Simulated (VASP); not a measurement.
# TiB in VASP: further runs

Runs on TiB. Level: LDA. Tasks: electric field gradients.

All numbers are computed with VASP 6.6.1; they aren't measurements. Logs are shortened: lines on timing, memory, paths and dates and some standing lists are left out, and cuts for length are marked.

### 1 The cell of the first run

The structure is tetragonal, space group I-4m2 (No. 119). The conventional cell has a = 2.971 Å, b = 2.971 Å, c = 4.160 Å, α = 90.00°, β = 90.00°, γ = 90.00°. Within 2.4 Å of Ti (site symmetry -4m2) lie 4 B at 1.81 Å. B (site symmetry -4m2) has 4 Ti at 1.81 Å within 2.4 Å.

### 2 Electric field gradients, LDA (zz strain of -1 %)

INCAR reads:

```
  PREC = Accurate
  ENCUT = 520
  EDIFF = 1E-8
  ISMEAR = -1
  SIGMA = 0.05
  LREAL = False
  LASPH = True
  NELM = 80
  ALGO = Normal
  ISIF = 2
  LWAVE = False
  LCHARG = False
  GGA = CA
  LEFG = True
  NBANDS = 14
```

KPOINTS reads:

```
Automatic mesh
0
Gamma
  13 13 13
```

POSCAR reads:

```
TiB
1.0
    0.0000000000      2.1010000000      2.0799900000
    2.1010000000      0.0000000000      2.0799900000
    2.1010000000      2.1010000000      0.0000000000
Ti B
1 1
Direct
    0.7500000000      0.7500000000      0.7500000000
    0.0000000000      0.0000000000      0.0000000000
```

Potentials or basis: VASP PAW LDA potentials, release 64 (Ti_sv, B).

Started as:

```sh
$ cat potpaw_LDA.64/Ti_sv/POTCAR potpaw_LDA.64/B/POTCAR > POTCAR
$ mpirun -np 1 vasp_std > vasp.out
```

OUTCAR:

```text
PREC = Accurate
   ENCUT = 520
   EDIFF = 1E-8
   ISMEAR = -1
   LREAL = False
   LASPH = True
   NELM = 80
   ISIF = 2
   GGA = CA

 ion  position               nearest neighbor table
   1  0.750  0.750  0.750-   2 1.81   2 1.81   2 1.81   2 1.81
   2  0.000  0.000  0.000-   1 1.81   1 1.81   1 1.81   1 1.81

  LATTYP: Found a body centered tetragonal cell.
 ALAT       =     2.9712626945
 C/A-ratio  =     1.4000714267

  Lattice vectors:

 A1 = (   0.0000000000,  -2.1010000000,  -2.0799900000)
 A2 = (   0.0000000000,   2.1010000000,  -2.0799900000)
 A3 = (   2.1010000000,   0.0000000000,   2.0799900000)

Analysis of symmetry for initial positions (statically):
=====================================================================
 Subroutine PRICEL returns:
 Original cell was already a primitive cell.

 Routine SETGRP: Setting up the symmetry group for a
 body centered tetragonal supercell.

 Subroutine GETGRP returns: Found  8 space group operations
 (whereof  8 operations were pure point group operations)
 out of a pool of 16 trial point group operations.

The static configuration has the point symmetry D_2d.

Analysis of symmetry for dynamics (positions and initial velocities):
=====================================================================
 Subroutine PRICEL returns:
 Original cell was already a primitive cell.

 Routine SETGRP: Setting up the symmetry group for a
 body centered tetragonal supercell.

 Subroutine GETGRP returns: Found  8 space group operations
 (whereof  8 operations were pure point group operations)
 out of a pool of 16 trial point group operations.

The dynamic configuration has the point symmetry D_2d.

 Subroutine INISYM returns: Found  8 space group operations
 (whereof  8 operations are pure point group operations),
 and found     1 'primitive' translations

----------------------------------------------------------------------------------------

                                     Primitive cell

  volume of cell :      18.3630

  direct lattice vectors                    reciprocal lattice vectors
     0.000000000  2.101000000  2.079990000    -0.237981913  0.237981913  0.240385771
[... 136 lines left out ...]
 val. band max:        9.2659243606   @ k =  -0.3846   0.1538   0.4615
 cond. band min:       9.2723803947   @ k =   0.4615   0.1538   0.3077
 fundamental gap:      0.0064560341
 Fermi energy:         9.2695162868

 k-point     1 :       0.0000    0.0000    0.0000
  band No.  band energies     occupation
      1     -44.8882      2.00000
      2     -21.3490      2.00000
      3     -21.3490      2.00000
      4     -21.3389      2.00000
      5       0.4258      2.00000
      6       7.3228      2.00000
      7       7.3228      2.00000
      8       7.3585      2.00000
      9      12.4796      0.00000
     10      12.5961      0.00000
     11      21.7825      0.00000
     12      22.0710      0.00000
     13      22.0710      0.00000
     14      22.2248      0.00000
[... 377 lines left out ...]
      1     -44.7571      2.00000
      2     -22.0702      2.00000
      3     -21.5496      2.00000
      4     -21.5234      2.00000
      5       3.9936      2.00000
      6       6.5222      2.00000
      7       8.0527      2.00000
      8       8.5048      2.00000
      9      12.6216      0.00000
     10      13.5837      0.00000
     11      15.4086      0.00000
     12      18.9284      0.00000
     13      20.0151      0.00000
     14      22.9144      0.00000

 [... further k-points ...]

------------------------ aborting loop because EDIFF is reached ----------------------------------------

  FORCE on cell =-STRESS in cart. coord.  units (eV):
  Direction    XX          YY          ZZ          XY          YZ          ZX
  --------------------------------------------------------------------------------------
  -------------------------------------------------------------------------------------
  Total       12.6642366     12.6642366     12.4040709      0.0000000      0.0000000      0.0000000
  in kB     1104.9592194   1104.9592194   1082.2596736      0.0000000      0.0000000      0.0000000
  external PRESSURE =    1097.3927041 kB  Pullay stress =       0.0000000 kB

 VOLUME and BASIS-vectors are now :
 -----------------------------------------------------------------------------
  energy-cutoff  :      520.00
  volume of cell :       18.36
      direct lattice vectors                 reciprocal lattice vectors
     0.000000000  2.101000000  2.079990000    -0.237981913  0.237981913  0.240385771
     2.101000000  0.000000000  2.079990000     0.237981913 -0.237981913  0.240385771
     2.101000000  2.101000000  0.000000000     0.237981913  0.237981913 -0.240385771

 POSITION                                       TOTAL-FORCE (eV/Angst)
 -----------------------------------------------------------------------------------
      3.15150      3.15150      3.11998         0.000000     -0.000000      0.000000
      0.00000      0.00000      0.00000        -0.000000      0.000000      0.000000
 -----------------------------------------------------------------------------------
    total drift:                                0.000001      0.000001     -0.000000

  FREE ENERGIE OF THE ION-ELECTRON SYSTEM (eV)
  ---------------------------------------------------
  free  energy   TOTEN  =       -11.8889668171 eV

  energy  without entropy=      -11.8816876786  energy(sigma->0) =      -11.88532725

 Electric field gradients (V/A^2)
---------------------------------------------------------------------
 ion       V_xx      V_yy      V_zz      V_xy      V_xz      V_yz
---------------------------------------------------------------------
   1      -0.953    -0.953     1.906     0.001     0.001     0.001
   2      -0.026    -0.026     0.051     0.000    -0.000    -0.000
---------------------------------------------------------------------

 Electric field gradients after diagonalization (V/A^2)
 (convention: |V_zz| > |V_xx| > |V_yy|)
----------------------------------------------------------------------
 ion       V_xx      V_yy      V_zz     asymmetry (V_yy - V_xx)/ V_zz
----------------------------------------------------------------------
   1      -0.954    -0.952     1.906       0.001
   2      -0.026    -0.026     0.051       0.000
----------------------------------------------------------------------

           NMR quadrupolar parameters

 Cq : quadrupolar parameter    Cq=e*Q*V_zz/h
 eta: asymmetry parameters     (V_yy - V_xx)/ V_zz
 Q  : nuclear electric quadrupole moment in mb (millibarn)
----------------------------------------------------------------------
 ion       Cq(MHz)       eta       Q (mb)
----------------------------------------------------------------------
   1       0.005       0.001       1.000
   2       0.000       0.000       1.000
----------------------------------------------------------------------
```

OSZICAR:

```text
N       E                     dE             d eps       ncg     rms          rms(c)
DAV:   1     0.122460276252E+03    0.12246E+03   -0.78966E+03  5496   0.130E+03
DAV:   2    -0.514091372595E+01   -0.12760E+03   -0.12071E+03  5704   0.336E+02
DAV:   3    -0.141324151591E+02   -0.89915E+01   -0.86924E+01  7972   0.848E+01
DAV:   4    -0.146994914867E+02   -0.56708E+00   -0.56627E+00  6442   0.155E+01
DAV:   5    -0.147075770279E+02   -0.80855E-02   -0.80851E-02  7344   0.186E+00    0.244E+01
DAV:   6    -0.117826122500E+02    0.29250E+01   -0.62789E+00  7748   0.396E+01    0.581E+00
DAV:   7    -0.118290083592E+02   -0.46396E-01   -0.78755E-01  5548   0.984E+00    0.509E+00
DAV:   8    -0.118818908088E+02   -0.52882E-01   -0.13323E-01  8132   0.299E+00    0.113E+00
DAV:   9    -0.118891287541E+02   -0.72379E-02   -0.13872E-02  5536   0.107E+00    0.238E-01
DAV:  10    -0.118890179148E+02    0.11084E-03   -0.24309E-03  6708   0.493E-01    0.187E-01
DAV:  11    -0.118889406612E+02    0.77254E-04   -0.59725E-04  5614   0.256E-01    0.970E-02
DAV:  12    -0.118889658619E+02   -0.25201E-04   -0.11058E-04  6460   0.111E-01    0.363E-03
DAV:  13    -0.118889664942E+02   -0.63234E-06   -0.10241E-05  6002   0.239E-02    0.488E-03
DAV:  14    -0.118889668132E+02   -0.31900E-06   -0.12016E-06  5902   0.842E-03    0.171E-03
DAV:  15    -0.118889668171E+02   -0.38185E-08   -0.76035E-08  6240   0.270E-03
   1 F= -.11888967E+02 E0= -.11885327E+02  d E =-.727914E-02
```

stdout:

```text
POSCAR found type information on POSCAR TiB
 POSCAR found :  2 types and       2 ions
 scaLAPACK will be used
 LDA part: xc-table for (Slater(with rela. corr.)+CA(PZ))
 , standard interpolation
 POSCAR, INCAR and KPOINTS ok, starting setup
 FFT: planning ... GRIDC
 FFT: planning ... GRID_SOFT
 FFT: planning ... GRID
 WAVECAR not read
 entering main loop
ion   1

ion   2
```

Wall time 38 s (1 thread of Intel Xeon Platinum 8488C (Sapphire Rapids), shared host); peak memory 0.17 GiB.

Results:

```yaml
Free_energy: -11.8890 eV
Pressure: 109.7 GPa
```

Stress tensor (GPa, compression positive):
```
110.50   0.00   0.00
  0.00 110.50   0.00
  0.00   0.00 108.23
```

Levels at points of the mesh, in eV from the Fermi level:
```
           k point  band 4  band 5  band 6  band 7  band 8  band 9  band 10  band 11  band 12  band 13
(0.00, 0.00, 0.00)  -30.61   -8.84   -1.95   -1.95   -1.91    3.21     3.33    12.51    12.80    12.80
```

Electric field gradients, principal values (V/Å²):
| atom | least | middle | greatest (by size) |
| --- | --- | --- | --- |
| 1 Ti | -0.952 | -0.954 | 1.906 |
| 2 B | -0.026 | -0.026 | 0.051 |

Caveat: the cell differs from its parent crystal (zz strain of -1 %); without QUAD_EFG the Cq values of the log hold for a quadrupole moment of 1 mb, not for the nuclei.

### 3 Electric field gradients, LDA (zz strain of -1 %)

INCAR reads:

```
SYSTEM = TiB
ALGO = Normal ; EDIFF = 1E-8
ENCUT = 520 ; ISIF = 2
ISMEAR = -1 ; LASPH = .True.
LCHARG = .False. ; LEFG = .True.
LREAL = .False. ; LWAVE = .False.
NBANDS = 14 ; NELM = 60
PREC = Accurate ; SIGMA = 0.05
```

KPOINTS reads:

```
k-points
0
Gamma
  13 13 13
  0 0 0
```

POSCAR is that of step 2.

Potentials or basis: VASP PAW LDA potentials, release 64 (Ti_sv, B).

Started as:

```sh
$ cat potpaw_LDA.64/Ti_sv/POTCAR potpaw_LDA.64/B/POTCAR > POTCAR
$ mpirun -np 1 vasp_std > vasp.out
```

OUTCAR:

```text
SYSTEM = TiB
   EDIFF = 1E-8
   ENCUT = 520
   ISIF = 2
   ISMEAR = -1
   LASPH = .True.
   LREAL = .False.
   NELM = 60
   PREC = Accurate

 ion  position               nearest neighbor table
   1  0.750  0.750  0.750-   2 1.81   2 1.81   2 1.81   2 1.81
   2  0.000  0.000  0.000-   1 1.81   1 1.81   1 1.81   1 1.81

  LATTYP: Found a body centered tetragonal cell.
 ALAT       =     2.9712626945
 C/A-ratio  =     1.4000714267

  Lattice vectors:

[... 620 lines left out ...]

  FREE ENERGIE OF THE ION-ELECTRON SYSTEM (eV)
  ---------------------------------------------------
  free  energy   TOTEN  =       -11.8889668171 eV

  energy  without entropy=      -11.8816876786  energy(sigma->0) =      -11.88532725

 Electric field gradients (V/A^2)
---------------------------------------------------------------------
 ion       V_xx      V_yy      V_zz      V_xy      V_xz      V_yz
---------------------------------------------------------------------
   1      -0.953    -0.953     1.906     0.001     0.001     0.001
   2      -0.026    -0.026     0.051     0.000    -0.000    -0.000
---------------------------------------------------------------------

 Electric field gradients after diagonalization (V/A^2)
 (convention: |V_zz| > |V_xx| > |V_yy|)
----------------------------------------------------------------------
 ion       V_xx      V_yy      V_zz     asymmetry (V_yy - V_xx)/ V_zz
----------------------------------------------------------------------
   1      -0.954    -0.952     1.906       0.001
   2      -0.026    -0.026     0.051       0.000
----------------------------------------------------------------------

           NMR quadrupolar parameters

 Cq : quadrupolar parameter    Cq=e*Q*V_zz/h
 eta: asymmetry parameters     (V_yy - V_xx)/ V_zz
 Q  : nuclear electric quadrupole moment in mb (millibarn)
----------------------------------------------------------------------
 ion       Cq(MHz)       eta       Q (mb)
----------------------------------------------------------------------
   1       0.005       0.001       1.000
   2       0.000       0.000       1.000
----------------------------------------------------------------------
```

stdout:

```text
POSCAR found type information on POSCAR TiB
 POSCAR found :  2 types and       2 ions
 scaLAPACK will be used
 LDA part: xc-table for (Slater(with rela. corr.)+CA(PZ))
 , standard interpolation
 POSCAR, INCAR and KPOINTS ok, starting setup
 FFT: planning ... GRIDC
 FFT: planning ... GRID_SOFT
 FFT: planning ... GRID
 WAVECAR not read
 entering main loop
ion   1

ion   2
```

It took 47 s on 1 thread of Intel Xeon Platinum 8488C (Sapphire Rapids), shared host; peak memory 0.17 GiB.

What came out:

| Item | Value |
| --- | --- |
| Free energy | -11.8890 eV |
| Pressure | 109.7 GPa |

Electric field gradients, principal values (V/Å²):
| atom | least | middle | greatest (by size) |
| --- | --- | --- | --- |
| 1 Ti | -0.952 | -0.954 | 1.906 |
| 2 B | -0.026 | -0.026 | 0.051 |

Caveat: the cell differs from its parent crystal (zz strain of -1 %); without QUAD_EFG the Cq values of the log hold for a quadrupole moment of 1 mb, not for the nuclei.

[end of part 1 of 3]
